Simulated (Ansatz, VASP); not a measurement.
CdF2 in VASP and in Ansatz

```
Cd F
1.0
     0.00000    2.54010    2.54010
     2.54010    0.00000    2.54010
     2.54010    2.54010    0.00000
Cd F
1 2
Direct
  0.00000 0.00000 0.00000
  0.25000 0.25000 0.25000
  0.75000 0.75000 0.75000
```

Alike in both runs: task single point; functional PBEsol; k mesh 8 × 8 × 8; occupations gaussian, width 0.05 eV; no spin polarisation.

```csv
,VASP,Ansatz
version,VASP 6.6.1,Ansatz 0.2.0
potentials or method,"VASP PAW PBE potentials, release 64 (Cd_sv_GW, F), cutoff 700 eV","scalar-relativistic, plane waves, PAW"
valence electrons in the cell,34,34
```

Ansatz gave:

| Property | Result |
| --- | --- |
| gap on the k mesh at the Fermi level (eV) | 3.56 |
| least direct gap on the mesh (eV) | 3.77 |

Q: Which values does VASP return?

A: gap on the k mesh at the Fermi level (eV): 3.54; least direct gap on the mesh (eV): 3.76.

VASP's potentials were made for PBE, not for PBEsol. With one functional, cell and mesh, what is left measures potentials, basis and numerics.
